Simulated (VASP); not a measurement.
AgBr:

```
Ag Br
1.0
     0.00000    2.90792    2.90792
     2.90792    0.00000    2.90792
     2.90792    2.90792    0.00000
Ag Br
1 1
Direct
  0.00000 0.00000 0.00000
  0.50000 0.50000 0.50000
```

Base run:

```yaml
Program: VASP 6.6.1
Functional: BLYP
Potentials_or_basis: VASP PAW PBE potentials, release 64 (Ag, Br)
Cutoff: 500 eV
k_mesh: 8 × 8 × 8
Occupations: fermi-dirac, width 0.05 eV
Spin: no spin polarisation
```

Its results: band gap on the k mesh 0.75 eV, indirect (least direct gap 2.51 eV); pressure 4.0 GPa.

Problem. The run is repeated on the same cell with these changes: functional from BLYP to PBE. What comes out?

Solution. Band gap on the k mesh 0.68 eV, indirect (least direct gap 2.48 eV); pressure 0.5 GPa.

PBE binds more tightly than BLYP, so the same cell stands under less pressure.

Caveats: the PAW data sets were made with another functional, which shifts forces and pressure a little (some runs).

A k mesh can miss the band edges.
